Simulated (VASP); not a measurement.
Y2SiO: single point with PBE

Crystal: Y2SiO.

```
Y Si O
1.0
     3.72346    0.00000    0.00000
     0.00000    3.72346    0.00000
     0.00000    0.00000    5.50774
Y Si O
2 1 1
Direct
  0.00000 0.50000 0.26274
  0.50000 0.00000 0.73726
  0.00000 0.00000 0.00000
  0.50000 0.50000 0.50000
```

The cell was generated, and may not be a known phase.

- Program: VASP 6.6.1
- Task: single point
- Functional: PBE
- Potentials or basis: VASP PAW PBE potentials, release 64 (Y_sv, Si, O)
- Cutoff: 520 eV
- k mesh: 6 × 6 × 4
- Occupations: gaussian, width 0.1 eV
- Spin: no spin polarisation

The pressure is 29.5 GPa and the largest force is 5.146 eV/Å. The band gap on the k mesh is zero (bands 16 and 17 overlap by 0.20 eV).

Forces in eV/Å, atoms in the order of the input:
```
Y    0.000  0.000  5.146
Y    0.000  0.000 -5.146
Si   0.000  0.000  0.000
O    0.000  0.000  0.000
```

Stress tensor (GPa, compression positive):
```
30.08  0.00  0.00
 0.00 30.08  0.00
 0.00  0.00 28.35
```

Levels at points of the mesh, in eV from the Fermi level:
| k point | band 13 | band 14 | band 15 | band 16 | band 17 | band 18 | band 19 | band 20 |
| --- | --- | --- | --- | --- | --- | --- | --- | --- |
| (0.00, 0.00, 0.00) | -4.36 | -2.76 | -0.11 | -0.11 | -0.07 | 2.05 | 3.04 | 3.22 |
| (0.50, 0.00, 0.00) | -4.31 | -2.61 | -1.94 | -0.25 | 1.60 | 2.28 | 2.47 | 2.97 |
| (0.50, 0.50, 0.00) | -3.68 | -1.56 | -1.56 | 0.12 | 0.68 | 0.71 | 3.86 | 3.86 |
| (0.00, 0.00, 0.50) | -4.28 | -3.54 | -0.44 | -0.44 | 0.28 | 1.30 | 3.40 | 3.77 |
| (0.50, 0.00, 0.50) | -4.35 | -2.34 | -1.76 | -0.68 | 2.35 | 3.13 | 3.19 | 3.53 |
| (0.50, 0.50, 0.50) | -3.68 | -2.00 | -2.00 | 0.10 | 0.17 | 1.01 | 2.62 | 2.62 |

It took 72 s on 1 thread of Intel(R) Xeon(R) Platinum 8375C CPU @ 2.90GHz (Ice Lake) (shared host), peak memory 0.22 GiB.

Caveat: the cell stands under pressure; semilocal functionals underestimate gaps, and a narrow one can read as zero; forces of over 1 eV/Å act on the atoms, so gaps and moduli don't describe the material at rest.
